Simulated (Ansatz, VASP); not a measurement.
**Two plane-wave programs on In**

INCAR

```
  PREC = Accurate
  ENCUT = 520
  EDIFF = 1E-6
  ISMEAR = -1
  SIGMA = 0.1
  LREAL = False
  LASPH = True
  NELM = 150
  ALGO = Normal
  ISIF = 2
  LWAVE = False
  LCHARG = True
  MAGMOM = 0 0 0
  LORBIT = 11
  LSORBIT = True
  GGA_COMPAT = False
  LORBMOM = True
  LVHAR = True
  NBANDS = 24
```

Contents of KPOINTS:

```
regular mesh
0
Gamma
  12 12 14
```

The input POSCAR:

```
In
1.0
   -1.6019898014      1.6281983224      2.4755659772
    1.6281983224     -1.6019898014      2.4755659772
    1.5260503493      1.5260503493     -2.4583443397
In
1
Direct
    0.0000000000      0.0000000000      0.0000000000
```

Input for Ansatz:

```yaml
crystal:
  lattice:
    - [-1.6019897993, 1.6281983229, 2.4755659755]
    - [1.6281983229, -1.6019897993, 2.4755659755]
    - [1.5260503474, 1.5260503474, -2.4583443363]
  atoms:
    - { symbol: In, position: [0.0, 0.0, 0.0] }
hamiltonian:
  xc: lda
  pseudopotentials:
    kind: paw_fr
    azcp:
      In: "pseudopotentials/In.paw.azcp"
basis:
  ecutwfc: 420
  fft_grid_basis: typed
kpoints:
  mp_grid: { grid: [12, 12, 14], shift: [0, 0, 0] }
magnetization:
  noncollinear: true
  spin_orbit: true
scf:
  occupations: { method: fermi_dirac, width: 0.1 }
```

Alike in both runs: task single point; functional LDA; k mesh 12 × 12 × 14; occupations fermi-dirac, width 0.1 eV; non-collinear spin, spin-orbit coupling.

|  | VASP | Ansatz |
| --- | --- | --- |
| version | VASP 6.6.1 | Ansatz 0.2.0 |
| potentials or method | VASP PAW LDA potentials, release 64 (In_d), cutoff 520 eV | plane waves (420 eV) with PAW, fully relativistic with spin-orbit coupling |
| valence electrons in the cell | 13 | 13 |

```csv
,VASP,Ansatz,Ansatz less VASP
net moment per atom (μB),0.00,0.00,0.000
```

Ansatz warns that its potentials were made for another functional, while VASP's fit it. LDA's correlation is that of Perdew and Zunger in VASP and of Perdew and Wang (1992) in Ansatz.
